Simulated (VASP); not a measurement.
# Zr3NbTe2 (P6/mmm) in VASP: further runs

The runs below take Zr3NbTe2 through single point, with PBE.

Everything below comes from runs of VASP 6.6.1. Logs are shortened: lines on timing, memory, paths and dates and some standing lists are left out, and cuts for length are marked.

### Step 1. The cell of the first run

It takes space group P6/mmm (No. 191, hexagonal). Conventional cell: a = 6.384 Å, b = 6.384 Å, c = 3.589 Å, α = 90.00°, β = 90.00°, γ = 120.00°. Zr (site symmetry mmm) has 4 Te at 2.57 Å and 4 Zr at 3.19 Å within 3.4 Å. Nb (site symmetry 6/mmm) has 2 Nb at 3.59 Å and 12 Zr at 3.66 Å and 6 Te at 3.69 Å within 4.7 Å. Within 3.4 Å of Te (site symmetry -6m2) lie 6 Zr at 2.57 Å.

The cell was generated, and may not be a known phase.

### Step 2. Single point, PBE

INCAR

```
SYSTEM = Zr3NbTe2
PREC     = Accurate       ! precision mode
ENCUT    = 520            ! plane-wave cutoff, eV
EDIFF    = 1E-6           ! SCF threshold, eV
ISMEAR   = 0              ! smearing method
SIGMA    = 0.1            ! smearing width, eV
LREAL    = .FALSE.        ! projectors in reciprocal space
LASPH    = .TRUE.         ! aspherical terms in the spheres
NELM     = 100            ! most SCF steps
ALGO     = Normal         ! electronic algorithm
ISIF     = 2              ! what is computed and relaxed
LWAVE    = .FALSE.        ! write WAVECAR
LCHARG   = .FALSE.        ! write CHGCAR
GGA      = PE             ! functional
NBANDS   = 40             ! bands
```

KPOINTS

```
regular mesh
0
G
  3 3 6
  0 0 0
```

POSCAR

```
Zr3NbTe2
1.0
    6.3838146600      0.0000000000      0.0000000000
   -3.1919073300      5.5285456700      0.0000000000
    0.0000000000      0.0000000000      3.5886638600
Zr Nb Te
3 1 2
Direct
    0.5000000000      0.0000000000      0.5000000000
    0.5000000000      0.5000000000      0.5000000000
    0.0000000000      0.5000000000      0.5000000000
    0.0000000000      0.0000000000      0.0000000000
    0.3333333300      0.6666666700      0.0000000000
    0.6666666700      0.3333333300      0.0000000000
```

Potentials or basis: VASP PAW PBE potentials, release 64 (Zr_sv, Nb_sv, Te).

Command:

```sh
> cat potpaw_PBE.64/Zr_sv/POTCAR potpaw_PBE.64/Nb_sv/POTCAR potpaw_PBE.64/Te/POTCAR > POTCAR
> mpirun -np 1 vasp_std > vasp.out
```

OUTCAR:

```text
SYSTEM = Zr3NbTe2
   PREC = Accurate
   ENCUT = 520
   EDIFF = 1E-6
   ISMEAR = 0
   LREAL = .FALSE.
   LASPH = .TRUE.
   NELM = 100
   ISIF = 2
   GGA = PE

 ion  position               nearest neighbor table
   1  0.500  0.000  0.500-   5 2.57   6 2.57   5 2.57   6 2.57   2 3.19   3 3.19   2 3.19   3 3.19

   2  0.500  0.500  0.500-   5 2.57   6 2.57   5 2.57   6 2.57   3 3.19   3 3.19   1 3.19   1 3.19

   3  0.000  0.500  0.500-   5 2.57   6 2.57   5 2.57   6 2.57   2 3.19   2 3.19   1 3.19   1 3.19

   4  0.000  0.000  0.000-
   5  0.333  0.667  0.000-   3 2.57   3 2.57   1 2.57   1 2.57   2 2.57   2 2.57
   6  0.667  0.333  0.000-   3 2.57   3 2.57   1 2.57   1 2.57   2 2.57   2 2.57

  LATTYP: Found a hexagonal cell.
 ALAT       =     6.3838146600
 C/A-ratio  =     0.5621503836

  Lattice vectors:

 A1 = (   6.3838146600,   0.0000000000,   0.0000000000)
 A2 = (  -3.1919073300,   5.5285456700,   0.0000000000)
 A3 = (   0.0000000000,   0.0000000000,   3.5886638600)

Analysis of symmetry for initial positions (statically):
=====================================================================
 Subroutine PRICEL returns:
 Original cell was already a primitive cell.

 Routine SETGRP: Setting up the symmetry group for a
 hexagonal supercell.

 Subroutine GETGRP returns: Found 24 space group operations
 (whereof 24 operations were pure point group operations)
 out of a pool of 24 trial point group operations.

The static configuration has the point symmetry D_6h.

Analysis of symmetry for dynamics (positions and initial velocities):
=====================================================================
 Subroutine PRICEL returns:
 Original cell was already a primitive cell.

 Routine SETGRP: Setting up the symmetry group for a
 hexagonal supercell.

 Subroutine GETGRP returns: Found 24 space group operations
 (whereof 24 operations were pure point group operations)
 out of a pool of 24 trial point group operations.

The dynamic configuration has the point symmetry D_6h.

 Subroutine INISYM returns: Found 24 space group operations
 (whereof 24 operations are pure point group operations),
 and found     1 'primitive' translations

----------------------------------------------------------------------------------------

                                     Primitive cell

[... 85 lines left out ...]
   EDIFF  = 0.1E-05   stopping-criterion for ELM
   LREAL  =      F    real-space projection
   EDIFFG = 0.1E-04   stopping-criterion for IOM
   NSW    =      0    number of steps for IOM
   IBRION =     -1    ionic relax: 0-MD 1-quasi-New 2-CG
   NFREE  =      0    steps in history (QN), initial steepest desc. (CG)
   ISIF   =      2    stress and relaxation
   ISYM   =      2    0-nonsym 1-usesym 2-fastsym
   POTIM  = 0.5000    time-step for ionic-motion
   TEBEG  =    0.0;   TEEND  =   0.0 temperature during run
   PSTRESS=    0.0 pullay stress
   NELECT =      61.0000    total number of electrons
   NUPDOWN=      -1.0000    fix difference up-down
   EMIN   =  10.00;   EMAX   =-10.00  energy-range for DOS
   EFERMI =   0.00;   METHOD = LEGACY
   ISMEAR =     0;   SIGMA  =   0.10  broadening in eV -4-tet -1-fermi 0-gaus
   EFERMI_NEDOS =   21; number of points for ismear=-14 and -15
   IALGO  =     38    algorithm
   IMIX   =      4    mixing-type and parameters
     AMIX     =   0.40;   BMIX     =  1.00
     AMIX_MAG =   1.60;   BMIX_MAG =  1.00
  volume/ion in A,a.u.               =      21.11       142.45
  Fermi-wavevector in a.u.,A,eV,Ry     =   1.283247  2.424984 22.405011  1.646722
  Thomas-Fermi vector in A             =   2.415511
   LORBIT       =      0    0 simple, 1 ext, 2 COOP (PROOUT), +10 PAW based schemes
   GGA     = PE    functional components
   LHFCALC =     F    Hartree Fock is set to
   AEXX    =    0.0000 exact exchange contribution
   IVDW    =     0    specifies the selected vdW correction
   LEPSILON=     F    determine dielectric tensor
   LRPA    =     F    only Hartree local field effects (RPA)
 non-spin polarized calculation
 Gauss-broadening in eV      SIGMA  =   0.10
  energy-cutoff  :      520.00
  volume of cell :      126.66
 maximum number of plane-waves:      3439
 NGX is ok and might be reduce to    48
   NGX = 23   NGY = 23   NGZ = 13

 number of electron      61.0000000 magnetization

 Free energy of the ion-electron system (eV)
  ---------------------------------------------------
  ext. energy  EPLUGINS =         0.00000000
  ---------------------------------------------------
  free energy    TOTEN  =       -36.47775758 eV

  energy without entropy =      -36.45342279  energy(sigma->0) =      -36.46559019

 E-fermi :  10.7537     XC(G=0): -11.3660

 val. band max:       10.7341300193   @ k =   0.3333   0.3333   0.5000
 cond. band min:      10.7819605704   @ k =   0.3333   0.3333   0.1667
 fundamental gap:      0.0478305511
 Fermi energy:        10.7536770130

 k-point     1 :       0.0000    0.0000    0.0000
  band No.  band energies     occupation
      1     -44.7691      2.00000
      2     -37.7717      2.00000
      3     -37.6775      2.00000
      4     -37.6775      2.00000
      5     -20.8229      2.00000
      6     -20.8229      2.00000
[... 505 lines left out ...]
     39      13.4142      0.00000
     40      13.9783      0.00000

------------------------ aborting loop because EDIFF is reached ----------------------------------------

  FORCE on cell =-STRESS in cart. coord.  units (eV):
  Direction    XX          YY          ZZ          XY          YZ          ZX
  --------------------------------------------------------------------------------------
  -------------------------------------------------------------------------------------
  Total       20.2389843     20.2389843     39.3045914      0.0000000     -0.0000000      0.0000000
  in kB      256.0208552    256.0208553    497.1986220      0.0000000     -0.0000000      0.0000000
  external PRESSURE =     336.4134441 kB  Pullay stress =       0.0000000 kB

 VOLUME and BASIS-vectors are now :
 -----------------------------------------------------------------------------
  energy-cutoff  :      520.00
  volume of cell :      126.66
      direct lattice vectors                 reciprocal lattice vectors
     6.383814660  0.000000000  0.000000000     0.156646152  0.090439698  0.000000000
    -3.191907330  5.528545670  0.000000000     0.000000000  0.180879396  0.000000000
     0.000000000  0.000000000  3.588663860     0.000000000  0.000000000  0.278655243

 POSITION                                       TOTAL-FORCE (eV/Angst)
 -----------------------------------------------------------------------------------
      3.19191      0.00000      1.79433         0.000000      0.000000      0.000000
      1.59595      2.76427      1.79433         0.000000      0.000000      0.000000
     -1.59595      2.76427      1.79433         0.000000      0.000000      0.000000
      0.00000      0.00000      0.00000         0.000000      0.000000      0.000000
     -0.00000      3.68570      0.00000         0.000000      0.000000      0.000000
      3.19191      1.84285      0.00000        -0.000000     -0.000000      0.000000
 -----------------------------------------------------------------------------------
    total drift:                               -0.000000      0.000000     -0.000000

  FREE ENERGIE OF THE ION-ELECTRON SYSTEM (eV)
  ---------------------------------------------------
  free  energy   TOTEN  =       -36.4777575829 eV

  energy  without entropy=      -36.4534227941  energy(sigma->0) =      -36.46559019
```

It took 1.8 min on 1 thread of Intel Xeon Platinum 8175M at 2.50GHz (Skylake/Cascade Lake), shared host; peak memory 0.27 GiB.

Results:

- Free energy: -36.4778 eV
- Pressure: 33.6 GPa
- Band gap on the k mesh: zero (an odd number of electrons rules out a gap without spin polarisation)

Stress tensor (GPa, compression positive):
```
25.60  0.00  0.00
 0.00 25.60  0.00
 0.00  0.00 49.72
```

Caveat: the k points lie up to 0.38 Å⁻¹ apart, too coarse for converged energies and pressures of a metal; spin-orbit coupling is left out, which moves the levels of the heavy elements.

### Step 3. Single point, PBE

This run uses another cell than the first one, of 23.72 Å³/atom.

INCAR

```
PREC = Accurate
ENCUT = 520
EDIFF = 1E-6
ISMEAR = 0
SIGMA = 0.1
LREAL = F
LASPH = T
NELM = 80
ALGO = Fast
ISIF = 2
LWAVE = F
LCHARG = F
GGA = PE
NBANDS = 40
```

KPOINTS

```
Automatic mesh
0
Gamma
  3 3 6
```

POSCAR

```
Zr3NbTe2
1.0
    5.8839172731      0.0000000000      0.0000000000
   -2.9419586366      5.0956218323      0.0000000000
    0.0000000000      0.0000000000      4.7472631454
Zr Nb Te
3 1 2
Direct
    0.5000000000      0.0000000000      0.5000000000
    0.5000000000      0.5000000000      0.5000000000
    0.0000000000      0.5000000000      0.5000000000
    0.0000000000      0.0000000000      0.0000000000
    0.3333333333      0.6666666667      0.0000000000
    0.6666666667      0.3333333333      0.0000000000
```

Potentials or basis: VASP PAW PBE potentials, release 64 (Zr_sv, Nb_sv, Te).

Command:

```sh
> cat potpaw_PBE.64/Zr_sv/POTCAR potpaw_PBE.64/Nb_sv/POTCAR potpaw_PBE.64/Te/POTCAR > POTCAR
> mpirun -np 1 vasp_std > vasp.out
```

OUTCAR:

```text
PREC = Accurate
   ENCUT = 520
   EDIFF = 1E-6
   ISMEAR = 0
   LREAL = F
   LASPH = T
   NELM = 80
   ISIF = 2
   GGA = PE

 ion  position               nearest neighbor table
   1  0.500  0.000  0.500-   5 2.92   6 2.92   5 2.92   6 2.92   3 2.94   3 2.94   2 2.94   2 2.94

   2  0.500  0.500  0.500-   5 2.92   6 2.92   5 2.92   6 2.92   3 2.94   3 2.94   1 2.94   1 2.94

   3  0.000  0.500  0.500-   5 2.92   6 2.92   5 2.92   6 2.92   2 2.94   2 2.94   1 2.94   1 2.94

   4  0.000  0.000  0.000-
   5  0.333  0.667  0.000-   3 2.92   3 2.92   1 2.92   1 2.92   2 2.92   2 2.92   6 3.40   6 3.40
                             6 3.40
[... 713 lines left out ...]
  Total        0.0871446      0.0871446      0.1178733     -0.0000000      0.0000000      0.0000000
  in kB        0.9809437      0.9809437      1.3268415     -0.0000000      0.0000000      0.0000000
  external PRESSURE =       1.0962430 kB  Pullay stress =       0.0000000 kB

 VOLUME and BASIS-vectors are now :
 -----------------------------------------------------------------------------
  energy-cutoff  :      520.00
  volume of cell :      142.33
      direct lattice vectors                 reciprocal lattice vectors
     5.883917273  0.000000000  0.000000000     0.169954803  0.098123451  0.000000000
    -2.941958637  5.095621832  0.000000000     0.000000000  0.196246902  0.000000000
     0.000000000  0.000000000  4.747263145     0.000000000  0.000000000  0.210647687

 POSITION                                       TOTAL-FORCE (eV/Angst)
 -----------------------------------------------------------------------------------
      2.94196      0.00000      2.37363        -0.000000      0.000000      0.000000
      1.47098      2.54781      2.37363        -0.000000      0.000000      0.000000
     -1.47098      2.54781      2.37363         0.000000      0.000000      0.000000
      0.00000      0.00000      0.00000        -0.000000      0.000000      0.000000
     -0.00000      3.39708      0.00000         0.000000      0.000000     -0.000000
      2.94196      1.69854      0.00000        -0.000000     -0.000000      0.000000
 -----------------------------------------------------------------------------------
    total drift:                                0.000000     -0.000000     -0.000000

  FREE ENERGIE OF THE ION-ELECTRON SYSTEM (eV)
  ---------------------------------------------------
  free  energy   TOTEN  =       -41.0792350027 eV

  energy  without entropy=      -41.0456951099  energy(sigma->0) =      -41.06246506
```

stdout:

```text
POSCAR found type information on POSCAR ZrNbTe
 POSCAR found :  3 types and       6 ions
 scaLAPACK will be used
 LDA part: xc-table for (Slater+PW92), standard interpolation
 POSCAR, INCAR and KPOINTS ok, starting setup
 FFT: planning ... GRIDC
 FFT: planning ... GRID_SOFT
 FFT: planning ... GRID
 WAVECAR not read
 entering main loop
WARNING in EDDRMM: call to ZHEGV failed, returncode =   6  3     35
WARNING in EDDRMM: call to ZHEGV failed, returncode =   8  4     17
WARNING in EDDRMM: call to ZHEGV failed, returncode =   6  3     28
WARNING in EDDRMM: call to ZHEGV failed, returncode =   6  3     32
WARNING in EDDRMM: call to ZHEGV failed, returncode =   6  3     30
```

Run time: 4.6 min. Hardware: 1 thread of Intel Xeon Platinum 8175M at 2.50GHz (Skylake/Cascade Lake), shared host; peak memory 0.31 GiB.

What came out:

```yaml
Free_energy: -41.0792 eV
Pressure: 0.1 GPa
Band_gap_on_the_k_mesh: zero (an odd number of electrons rules out a gap without spin polarisation)
```

Caveat: the k points lie up to 0.41 Å⁻¹ apart, too coarse for converged energies and pressures of a metal; spin-orbit coupling is left out, which moves the levels of the heavy elements.

### Step 4. Single point, PBE

This run uses another cell than the first one, of 23.56 Å³/atom.

INCAR

```
SYSTEM = Zr3NbTe2
ALGO = Fast
EDIFF = 1E-7
ENCUT = 520
GGA = PE
ISIF = 2
ISMEAR = 0
LASPH = .True.
LCHARG = .True.
LELF = .True.
LREAL = .False.
LVHAR = .True.
LWAVE = .False.
NBANDS = 40
NELM = 100
PREC = Accurate
SIGMA = 0.1
```

KPOINTS

```
k-points
0
Gamma
  6 6 8
  0 0 0
```

POSCAR: that of step 3 with these lines changed.

```diff
@@ -2,5 +2,5 @@
 1.0
-    5.8839172731      0.0000000000      0.0000000000
-   -2.9419586366      5.0956218323      0.0000000000
-    0.0000000000      0.0000000000      4.7472631454
+    5.8340096362      0.0000000000      0.0000000000
+   -2.9170048181      5.0524005508      0.0000000000
+    0.0000000000      0.0000000000      4.7954114177
 Zr Nb Te
```

Command:

```sh
> cat potpaw_PBE.64/Zr_sv/POTCAR potpaw_PBE.64/Nb_sv/POTCAR potpaw_PBE.64/Te/POTCAR > POTCAR
> mpirun -np 1 vasp_std > vasp.out
```

It took 18 min on 1 thread of Intel Xeon Platinum 8175M at 2.50GHz (Skylake/Cascade Lake), shared host; peak memory 0.39 GiB.

Results (log left out):

```yaml
Free_energy: -41.1785 eV
Pressure: 0.0 GPa
Band_gap_on_the_k_mesh: zero (an odd number of electrons rules out a gap without spin polarisation)
```

Levels at points of the mesh, in eV from the Fermi level:
```csv
k point,band 26,band 27,band 28,band 29,band 30,band 31,band 32,band 33,band 34,band 35
"(0.00, 0.00, 0.00)",-2.94,-1.87,-1.87,-1.36,-1.36,0.29,0.50,0.50,1.36,1.36
"(0.50, 0.00, 0.00)",-1.84,-1.30,-1.02,-0.85,-0.43,-0.14,0.10,0.46,0.66,0.73
"(0.00, 0.00, 0.50)",-1.87,-1.66,-1.66,-0.85,-0.85,0.13,0.29,0.47,0.47,0.57
"(0.50, 0.00, 0.50)",-1.61,-1.44,-1.16,-1.03,0.19,0.20,0.34,0.50,0.56,0.58
```

Caveat: spin-orbit coupling is left out, which moves the levels of the heavy elements.

### Step 5. Summary

| cell | k mesh | gap on the mesh (eV) | pressure (GPa) |
| --- | --- | --- | --- |
| a = 6.384, b = 6.384, c = 3.589 Å, angles 90.0, 90.0, 120.0°, 6 atoms | 3 × 3 × 6 | none | 33.6 |
| a = 5.884, b = 5.884, c = 4.747 Å, angles 90.0, 90.0, 120.0°, 6 atoms | 3 × 3 × 6 | none | 0.1 |
| a = 5.834, b = 5.834, c = 4.795 Å, angles 90.0, 90.0, 120.0°, 6 atoms | 6 × 6 × 8 | none | 0.0 |

Alike in all rows: task single point; level PBE; potentials or basis VASP PAW PBE potentials, release 64 (Zr_sv, Nb_sv, Te); no spin polarisation; cutoff (eV) 520; smearing gaussian 0.1 eV.

Caveats: some runs use coarse meshes; spin-orbit coupling is left out, which moves the levels of the heavy elements.

Total energies depend on the potentials used, so only differences within one code and one set of settings carry meaning.

The gap in the log of VASP goes by the Fermi energy; the results here count the filled bands.